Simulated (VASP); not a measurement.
Wanted: the native input for a VASP 6.6.1 run.

```yaml
Task: single point
Functional: PBEsol
Potentials_or_basis: VASP PAW PBE potentials, release 64 (Ti_sv, N)
Cutoff: 520 eV
k_mesh: 20 × 20 × 20
Occupations: gaussian, width 0.15 eV
Spin: collinear spin, ferromagnetic start
Starting_moments: "[0.375, 0.0] μB"
Fixed_moment: 0.375 μB
Dipole_correction: no
Further_INCAR_settings: ALGO = Normal; EDIFF = 1e-06; NBANDS = 20
```

The structure of TiN lies in POSCAR:

```
TiN
1.0
    0.0000000000      2.0735146868      2.0735146868
    2.0735146868      0.0000000000      2.0735146868
    2.0735146868      2.0735146868      0.0000000000
Ti N
1 1
Direct
    0.0000000000      0.0000000000      0.0000000000
    0.5000000000      0.5000000000      0.5000000000
```

One way to write it, as run:

INCAR

```
SYSTEM = TiN
PREC = Accurate ; ENCUT = 520
EDIFF = 1E-6 ; ISMEAR = 0
SIGMA = 0.15 ; LREAL = .FALSE.
LASPH = .TRUE. ; NELM = 150
ALGO = Normal ; ISIF = 2
LWAVE = .FALSE. ; LCHARG = .TRUE.
ISPIN = 2 ; MAGMOM = 0.375 0
LORBIT = 11 ; NUPDOWN = 0.375
LMAXMIX = 4 ; GGA = PS
LELF = .TRUE. ; LVHAR = .TRUE.
NBANDS = 20
```

KPOINTS

```
Automatic mesh
0
G
  20 20 20
  0 0 0
```

Potentials or basis: VASP PAW PBE potentials, release 64 (Ti_sv, N).

Run with:

```console
$ cat potpaw_PBE.64/Ti_sv/POTCAR potpaw_PBE.64/N/POTCAR > POTCAR
$ mpirun -np 1 vasp_std > vasp.out
```

Results of the run:

```
Pressure                                              : 15.1 GPa
Net moment                                            : 0.38 μB per cell
Site moments                                          : Ti +0.28; N +0.02 μB
Valence electrons inside the program's atomic spheres : Ti 10.54; N 3.78
```

Caveat: the PAW data sets were made with another functional, which shifts forces and pressure a little; the total moment is fixed, so each spin has its own Fermi level.

It took 2.1 min on 1 thread of Intel(R) Xeon(R) Platinum 8375C CPU @ 2.90GHz (Ice Lake), with other jobs on the host, peak memory 0.26 GiB.
